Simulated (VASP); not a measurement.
Wanted: the native input for a VASP 6.6.1 run.

| Property | Result |
| --- | --- |
| Task | single point |
| Functional | r2SCAN |
| Potentials or basis | VASP PAW PBE potentials, release 64 (Mo_sv) |
| Cutoff | 520 eV |
| k mesh | 18 × 18 × 18 |
| Occupations | gaussian, width 0.15 eV |
| Spin | no spin polarisation |
| Dipole correction | no |
| Further INCAR settings | ALGO = Normal; EDIFF = 1e-07; NBANDS = 13 |

Crystal: Mo.

```
Mo
1.0
     2.80390    0.00000    0.00000
    -1.40195    2.42825    0.00000
     0.00000    0.00000    2.55518
Mo
1
Direct
  0.00000 0.00000 0.50000
```

This cell differs from its parent crystal: strain +0.0250 x Voigt [1, 1, 0, 0, 0, 0].

One way to write it, as run:

POSCAR

```
Mo
1.0
    2.8038981571      0.0000000000      0.0000000000
   -1.4019490786      2.4282470337      0.0000000000
    0.0000000000      0.0000000000      2.5551807000
Mo
1
Direct
    0.0000000000      0.0000000000      0.5000000000
```

INCAR.step1

```
  PREC = Accurate
  ENCUT = 520
  ISMEAR = 0
  SIGMA = 0.15
  LREAL = False
  LASPH = True
  NELM = 100
  NBANDS = 13
  GGA = PE
  ALGO = Normal
  EDIFF = 1E-4
  LWAVE = True
  LCHARG = False
```

INCAR.step2

```
  PREC = Accurate
  ENCUT = 520
  EDIFF = 1E-7
  ISMEAR = 0
  SIGMA = 0.15
  LREAL = False
  LASPH = True
  NELM = 100
  ALGO = Normal
  ISIF = 2
  LWAVE = False
  LCHARG = False
  METAGGA = R2SCAN
  LMIXTAU = True
  NBANDS = 13
  ISTART = 1
```

KPOINTS

```
Automatic mesh
0
Gamma
  18 18 18
```

Potentials or basis: VASP PAW PBE potentials, release 64 (Mo_sv).

Launch:

```console
$ cat potpaw_PBE.64/Mo_sv/POTCAR > POTCAR
$ cp INCAR.step1 INCAR
$ mpirun -np 1 vasp_std > vasp.out
$ cp INCAR.step2 INCAR
$ mpirun -np 1 vasp_std > vasp.out
```

Results of the run:

The pressure is -8.6 GPa and the band gap on the k mesh is zero (bands 7 and 8 overlap by 1.65 eV).

Caveat: the cell differs from its parent crystal (strain +0.0250 x Voigt [1, 1, 0, 0, 0, 0]); the cell stands under tension; the PAW data sets were made with another functional, which shifts forces and pressure a little.

It took 3.5 min on 1 thread of AMD EPYC 9R45 (Zen 5), on a shared host, peak memory 0.17 GiB.
